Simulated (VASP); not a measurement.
# TiC (P1) in VASP: further runs, part 2 of 3

VASP 6.6.1. The steps go on from the part before.

**4. Single point, PBE**

Input file INCAR:

```
  PREC = Accurate
  ENCUT = 520
  EDIFF = 1E-6
  ISMEAR = -1
  SIGMA = 0.1
  LREAL = False
  LASPH = True
  NELM = 80
  ALGO = Normal
  ISIF = 2
  LWAVE = False
  LCHARG = True
  GGA = PE
  LELF = True
  LVHAR = True
  NBANDS = 15
```

Input file KPOINTS:

```
Automatic mesh
0
Gamma
  6 6 6
```

Input file POSCAR:

```
TiC
1.0
   -0.0248100000      2.0830400000      2.1335600000
    2.1483200000     -0.0539000000      2.1626500000
    2.1397300000      2.1035300000     -0.0453100000
Ti C
1 1
Direct
    0.9304211602      0.0085451126      0.0264908027
    0.4222100000      0.5576400000      0.5496500000
```

Potentials or basis: VASP PAW PBE potentials, release 64 (Ti_sv, C).

Launch:

```
cat potpaw_PBE.64/Ti_sv/POTCAR potpaw_PBE.64/C/POTCAR > POTCAR
mpirun -np 1 vasp_std > vasp.out
```

OUTCAR:

```text
PREC = Accurate
   ENCUT = 520
   EDIFF = 1E-6
   ISMEAR = -1
   LREAL = False
   LASPH = True
   NELM = 80
   ISIF = 2
   GGA = PE

 ion  position               nearest neighbor table
   1  0.930  0.009  0.026-   2 2.00   2 2.09   2 2.10   2 2.15   2 2.26   2 2.31
   2  0.422  0.558  0.550-   1 2.00   1 2.09   1 2.10   1 2.15   1 2.26   1 2.31

  LATTYP: Found a triclinic cell.
 ALAT       =     2.9819036623
 B/A-ratio  =     1.0299929429
 C/A-ratio  =     1.0224372730
 COS(alpha) =     0.0067400169
 COS(beta)  =     0.4893237886
 COS(gamma) =     0.5087952795

  Lattice vectors:

 A1 = (  -0.0248100000,   2.0830400000,   2.1335600000)
 A2 = (  -2.1645400000,  -0.0204900000,   2.1788700000)
 A3 = (   2.1483200000,  -0.0539000000,   2.1626500000)

Analysis of symmetry for initial positions (statically):
=====================================================================
 Subroutine PRICEL returns:
 Original cell was already a primitive cell.

 Routine SETGRP: Setting up the symmetry group for a
 triclinic supercell.

 Subroutine GETGRP returns: Found  1 space group operations
 (whereof  1 operations were pure point group operations)
 out of a pool of  2 trial point group operations.

The static configuration has the point symmetry C_1 .

Analysis of symmetry for dynamics (positions and initial velocities):
=====================================================================
 Subroutine PRICEL returns:
 Original cell was already a primitive cell.

 Routine SETGRP: Setting up the symmetry group for a
 triclinic supercell.

 Subroutine GETGRP returns: Found  1 space group operations
 (whereof  1 operations were pure point group operations)
 out of a pool of  2 trial point group operations.

The dynamic configuration has the point symmetry C_1 .

 Subroutine INISYM returns: Found  1 space group operations
 (whereof  1 operations are pure point group operations),
 and found     1 'primitive' translations

[... 116 lines left out ...]
  Fermi-wavevector in a.u.,A,eV,Ry     =   1.523757  2.879483 31.590479  2.321835
  Thomas-Fermi vector in A             =   2.632157
   LORBIT       =      0    0 simple, 1 ext, 2 COOP (PROOUT), +10 PAW based schemes
   GGA     = PE    functional components
[... 5 lines left out ...]
 non-spin polarized calculation
  energy-cutoff  :      520.00
  volume of cell :       19.84
 maximum number of plane-waves:       544
 NGX is ok and might be reduce to    24
   NGX = 11   NGY = 11   NGZ = 11

 number of electron      16.0000000 magnetization

 Free energy of the ion-electron system (eV)
  ---------------------------------------------------
  ext. energy  EPLUGINS =         0.00000000
  ---------------------------------------------------
  free energy    TOTEN  =       -18.52716227 eV

  energy without entropy =      -18.52096468  energy(sigma->0) =      -18.52406348

 E-fermi :   9.7872     XC(G=0): -12.8029

 val. band max:        9.7766477209   @ k =   0.0000   0.3333   0.3333
 cond. band min:       9.8423004034   @ k =   0.0000   0.0000   0.0000
 fundamental gap:      0.0656526825
 Fermi energy:         9.7872049835

 k-point     1 :       0.0000    0.0000    0.0000
  band No.  band energies     occupation
      1     -46.8159      2.00000
      2     -22.8518      2.00000
      3     -22.8337      2.00000
      4     -22.8109      2.00000
      5      -2.7868      2.00000
      6       9.5461      1.83528
      7       9.8423      0.73129
      8      10.0612      0.12130
      9      10.3096      0.01071
     10      11.1956      0.00000
     11      12.3087      0.00000
     12      12.5419      0.00000
     13      13.0024      0.00000
     14      20.3899      0.00000
[... 401 lines left out ...]
      2     -23.3295      2.00000
      3     -22.9568      2.00000
      4     -22.9341      2.00000
      5       0.4318      2.00000
      6       4.5361      2.00000
      7       6.5994      2.00000
      8       7.5244      2.00000
      9      11.6201      0.00000
     10      12.8154      0.00000
     11      13.8192      0.00000
     12      16.4201      0.00000
     13      16.9984      0.00000
     14      20.5924      0.00000
     15      23.9624      0.00000

 [... further k-points ...]

------------------------ aborting loop because EDIFF is reached ----------------------------------------

  FORCE on cell =-STRESS in cart. coord.  units (eV):
  Direction    XX          YY          ZZ          XY          YZ          ZX
  --------------------------------------------------------------------------------------
  -------------------------------------------------------------------------------------
  Total        1.6259042      1.6972314      0.6655221      0.2302860      0.7047550     -0.0920776
  in kB      131.2828508    137.0421285     53.7372596     18.5943352     56.9051048     -7.4347578
  external PRESSURE =     107.3540796 kB  Pullay stress =       0.0000000 kB

 VOLUME and BASIS-vectors are now :
 -----------------------------------------------------------------------------
  energy-cutoff  :      520.00
  volume of cell :       19.84
      direct lattice vectors                 reciprocal lattice vectors
    -0.024810000  2.083040000  2.133560000    -0.229141738  0.238115912  0.233558008
     2.148320000 -0.053900000  2.162650000     0.230937528 -0.230016689  0.227255631
     2.139730000  2.103530000 -0.045310000     0.232827171  0.233701032 -0.225459867

 POSITION                                       TOTAL-FORCE (eV/Angst)
 -----------------------------------------------------------------------------------
      0.05196      1.99337      2.00239         1.446888      0.232795      0.707076
      2.36362      2.00563      2.08189        -1.446888     -0.232795     -0.707076
 -----------------------------------------------------------------------------------
    total drift:                                0.000194      0.000007      0.000087

  FREE ENERGIE OF THE ION-ELECTRON SYSTEM (eV)
  ---------------------------------------------------
  free  energy   TOTEN  =       -18.5271622680 eV

  energy  without entropy=      -18.5209646836  energy(sigma->0) =      -18.52406348
```

OSZICAR:

```text
N       E                     dE             d eps       ncg     rms          rms(c)
DAV:   1     0.111024333592E+03    0.11102E+03   -0.73054E+03  3368   0.126E+03
DAV:   2    -0.160799837505E+02   -0.12710E+03   -0.11831E+03  3556   0.333E+02
DAV:   3    -0.238657835479E+02   -0.77858E+01   -0.76683E+01  4673   0.773E+01
DAV:   4    -0.240778293327E+02   -0.21205E+00   -0.21185E+00  4089   0.121E+01
DAV:   5    -0.240835734128E+02   -0.57441E-02   -0.57432E-02  4600   0.176E+00    0.191E+01
DAV:   6    -0.190583724560E+02    0.50252E+01   -0.11645E+01  4917   0.567E+01    0.673E+00
DAV:   7    -0.185511885565E+02    0.50718E+00   -0.19650E+00  3874   0.203E+01    0.517E+00
DAV:   8    -0.185249416034E+02    0.26247E-01   -0.11815E-01  3810   0.422E+00    0.285E+00
DAV:   9    -0.185297601110E+02   -0.48185E-02   -0.65419E-02  4722   0.305E+00    0.740E-01
DAV:  10    -0.185282441226E+02    0.15160E-02   -0.88236E-03  4444   0.129E+00    0.508E-01
DAV:  11    -0.185271893947E+02    0.10547E-02   -0.20290E-03  4018   0.683E-01    0.865E-02
DAV:  12    -0.185271665876E+02    0.22807E-04   -0.18124E-04  3829   0.136E-01    0.201E-02
DAV:  13    -0.185271625545E+02    0.40331E-05   -0.10151E-05  4298   0.306E-02    0.557E-03
DAV:  14    -0.185271622680E+02    0.28646E-06   -0.15337E-07  2310   0.482E-03
   1 F= -.18527162E+02 E0= -.18524063E+02  d E =-.619758E-02
```

Wall time 20 s (1 thread of Intel Xeon Platinum 8259CL at 2.50GHz (Skylake/Cascade Lake), shared host); peak memory 0.16 GiB.

Results:

| Item | Value |
| --- | --- |
| Free energy | -18.5272 eV |
| Pressure | 10.7 GPa |
| Largest force | 1.627 eV/Å |
| Band gap on the k mesh | zero (band 8 reaches 10.06 eV, above the bottom of band 9 at 9.78 eV) |

Forces on the atoms (eV/Å):
```
Ti   1.447  0.233  0.707
C   -1.447 -0.233 -0.707
```

Caveat: the k points lie up to 0.42 Å⁻¹ apart; forces of over 1 eV/Å act on the atoms, so gaps and moduli don't describe the material at rest.

**5. Single point, PBE**

This run uses another cell than the first one, of 9.87 Å³/atom, 0.995 times its volume.

Input file INCAR:

```
PREC = Accurate ; ENCUT = 520
EDIFF = 1E-7 ; ISMEAR = -1
SIGMA = 0.1 ; LREAL = F
LASPH = T ; NELM = 100
ALGO = Normal ; ISIF = 2
LWAVE = F ; LCHARG = T
GGA = PE ; LELF = T
LVHAR = T ; NBANDS = 15
```

KPOINTS is that of step 4.

Input file POSCAR:

```
TiC
1.0
   -0.0247685809      2.0795624643      2.1299981236
    2.1447334825     -0.0538100165      2.1590395592
    2.1361578231      2.1000182572     -0.0452343571
Ti C
1 1
Direct
    0.9257500000      0.0040000000      0.0310000000
    0.4222100000      0.5576400000      0.5496500000
```

Launch:

```
cat potpaw_PBE.64/Ti_sv/POTCAR potpaw_PBE.64/C/POTCAR > POTCAR
mpirun -np 1 vasp_std > vasp.out
```

Run time: 23 s. Hardware: 1 thread of Intel Xeon Platinum 8259CL at 2.50GHz (Skylake/Cascade Lake), shared host; peak memory 0.16 GiB.

The run converged. Its results:

```yaml
Free_energy: -18.5039 eV
Pressure: 12.6 GPa
Largest_force: 1.727 eV/Å
Band_gap_on_the_k_mesh: zero (band 8 reaches 10.07 eV, above the bottom of band 9 at 9.91 eV)
```

Forces in eV/Å, atoms in the order of the input:
```
Ti   1.460  0.225  0.893
C   -1.460 -0.225 -0.893
```

Stress tensor (GPa, compression positive):
```
14.74  1.89 -1.09
 1.89 15.08  5.63
-1.09  5.63  7.89
```

Levels at points of the mesh, in eV from the Fermi level:
```tsv
k point	band 5	band 6	band 7	band 8	band 9	band 10	band 11	band 12
(0.00, 0.00, 0.00)	-12.61	-0.31	-0.02	0.20	0.50	1.37	2.58	2.91
(0.50, 0.00, 0.00)	-9.00	-6.05	-3.20	-2.77	2.77	2.93	4.22	6.57
(0.00, 0.50, 0.00)	-9.17	-6.05	-3.13	-2.75	2.72	2.93	4.12	7.26
(0.50, 0.50, 0.00)	-10.30	-3.64	-2.32	-0.27	0.64	2.97	3.48	3.58
(0.00, 0.00, 0.50)	-9.11	-6.05	-3.05	-2.72	2.69	2.94	4.12	6.62
(0.50, 0.00, 0.50)	-10.25	-3.43	-2.50	-0.52	0.71	3.02	3.52	3.58
(0.00, 0.50, 0.50)	-10.30	-3.51	-2.10	-0.35	0.43	2.83	3.47	3.61
(0.50, 0.50, 0.50)	-8.92	-6.03	-3.38	-3.24	2.93	3.06	4.34	7.60
```

Caveat: the k points lie up to 0.42 Å⁻¹ apart; forces of over 1 eV/Å act on the atoms, so gaps and moduli don't describe the material at rest.

(Part 2 of 3 ends here.)
